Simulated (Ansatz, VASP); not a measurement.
**SnTe: VASP beside Ansatz**

POSCAR

```
SnTe
1.0
    5.3967552201      0.0000000000      0.0000000000
   -2.6983776101      4.6737271186      0.0000000000
    0.0000000000      0.0000000000      6.4878041079
Sn Te
2 2
Direct
    0.3333333333      0.6666666667     -0.0459806368
    0.6666666667      0.3333333333      0.4540193632
    0.3333333333      0.6666666667      0.4209806368
    0.6666666667      0.3333333333      0.9209806368
```

File INCAR.step1:

```
PREC = Accurate
ENCUT = 520
ISMEAR = 1
SIGMA = 0.001
LREAL = False
LASPH = True
NELM = 60
NBANDS = 28
GGA = PE
ALGO = Normal
EDIFF = 1E-4
LWAVE = True
LCHARG = False
```

Contents of INCAR.step2:

```
PREC = Accurate
ENCUT = 520
EDIFF = 1E-7
ISMEAR = 1
SIGMA = 0.001
LREAL = False
LASPH = True
NELM = 60
ALGO = Normal
ISIF = 2
LWAVE = False
LCHARG = False
METAGGA = R2SCAN
LMIXTAU = True
NBANDS = 28
ISTART = 1
```

The input KPOINTS:

```
Automatic mesh
0
Gamma
  6 6 4
```

Input for Ansatz:

```yaml
crystal:
  lattice:
    - [5.3967552201, 0.0, 0.0]
    - [-2.6983776101, 4.6737271186, 0.0]
    - [0.0, 0.0, 6.4878041079]
  atoms:
    - { symbol: Sn, position: [0.3333333333, 0.6666666667, -0.0459806368] }
    - { symbol: Sn, position: [0.6666666667, 0.3333333333, 0.4540193632] }
    - { symbol: Te, position: [0.3333333333, 0.6666666667, 0.4209806368] }
    - { symbol: Te, position: [0.6666666667, 0.3333333333, 0.9209806368] }
kpoints:
  mp_grid: { grid: [6, 6, 4] }
hamiltonian:
  xc: r2scan
scf:
  occupations: { method: methfessel_paxton, width: 0.001 }
  n_extra_bands: 5
output:
  forces: true
  stress: true
  eigenvalues: true
```

Alike in both runs: task single point; functional r2SCAN; k mesh 6 × 6 × 4; occupations methfessel-paxton of order 1, width 0.001 eV; no spin polarisation.

```csv
,VASP,Ansatz
version,VASP 6.6.1,Ansatz 0.2.0
potentials or method,"VASP PAW PBE potentials, release 64 (Sn_d, Te)",plane waves
plane-wave cutoff (eV),520,500
valence electrons in the cell,40,60
```

|  | VASP | Ansatz | Ansatz less VASP |
| --- | --- | --- | --- |
| gap on the k mesh at the Fermi level (eV) | 0.65 | 0.65 | +0.002 |
| pressure (GPa) | 0.0 | 0.0 | 0.00 |
| rms of the force components (eV/Å) | 0.004 | 0.000 | -0.0043 |

VASP's potentials were made for PBE, not for r2SCAN. Atom by atom the forces differ by 0.004 eV/Å (rms over components). VASP's potentials hold 40 valence electrons a cell and Ansatz's 60, so a difference there can come from the potentials and not from the codes.

Neither program's run includes spin-orbit coupling.
